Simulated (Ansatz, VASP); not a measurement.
# One calculation of Si3N4, two programs

```
CELL_PARAMETERS angstrom
7.74396 0.00000 0.00000
-3.87198 6.70647 0.00000
0.00000 0.00000 2.95922
ATOMIC_POSITIONS crystal
Si 0.77065 0.17657 0.32563
Si 0.59408 0.77065 0.82563
Si 0.82343 0.59408 0.32563
Si 0.22935 0.82343 0.82563
Si 0.40592 0.22935 0.32563
Si 0.17657 0.40592 0.82563
N 0.03252 0.33025 0.32563
N 0.70227 0.03252 0.82563
N 0.66975 0.70227 0.32563
N 0.96748 0.66975 0.82563
N 0.29773 0.96748 0.32563
N 0.33025 0.29773 0.82563
N 0.33333 0.66667 0.82563
N 0.66667 0.33333 0.32563
```

Change from the starting cell: volume scaled by 1.06, ions relaxed.

Alike in both runs: functional PBE; k mesh 4 × 4 × 10; occupations fermi-dirac, width 0.02 eV; no spin polarisation.

Ansatz relaxed the structure, and its values are those at the end. VASP's run is a single point on that final structure, the one shown.

|  | VASP | Ansatz |
| --- | --- | --- |
| version | VASP 6.6.1 | Ansatz 0.2.0 |
| potentials or method | VASP PAW PBE potentials, release 64 (Si, N) | plane-wave PAW, scalar-relativistic |
| plane-wave cutoff (eV) | 520 | 420 |
| valence electrons in the cell | 64 | 64 |

Ansatz gave:

- gap on the k mesh at the Fermi level (eV): 4.12
- pressure (GPa): -7.0
- rms of the force components (eV/Å): 0.004

Problem. Which values does VASP return?

Solution. gap on the k mesh at the Fermi level (eV): 4.11; pressure (GPa): -7.3; rms of the force components (eV/Å): 0.003.

Ansatz's warnings: stress scf threshold loose.
